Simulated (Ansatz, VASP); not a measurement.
Al3GaN4: VASP beside Ansatz

```
Al Ga N
1.0
     5.00033    0.00000   -0.00006
     0.00000    3.10612    0.00000
    -0.00339    0.00000    5.37578
Al Ga N
3 1 4
Direct
  0.50039 0.50000 0.16739
  0.00107 0.50000 0.83487
  0.00123 0.00000 0.33162
  0.49938 0.00000 0.66616
  0.11093 0.00000 0.66631
  0.12242 0.50000 0.16719
  0.62502 0.50000 0.84020
  0.62315 0.00000 0.32627
```

Alike in both runs: task single point; functional PBEsol; k mesh 6 × 8 × 4; occupations gaussian, width 0.02 eV; no spin polarisation.

```csv
,VASP,Ansatz
version,VASP 6.6.1,Ansatz 0.2.0
potentials or method,"VASP PAW PBE potentials, release 64 (Al, Ga_d, N), cutoff 520 eV","scalar-relativistic, plane waves, PAW"
valence electrons in the cell,42,42
```

VASP gave:

| Property | Result |
| --- | --- |
| gap on the k mesh at the Fermi level (eV) | 3.69 |
| least direct gap on the mesh (eV) | 3.69 |
| pressure (GPa) | 5.0 |
| rms of the force components (eV/Å) | 0.005 |

Task: Which values does Ansatz return?

Result: gap on the k mesh at the Fermi level (eV): 3.67; least direct gap on the mesh (eV): 3.67; pressure (GPa): 5.0; rms of the force components (eV/Å): 0.002.

VASP's potentials were made for PBE, not for PBEsol. Atom by atom the forces differ by 0.005 eV/Å (rms over components).
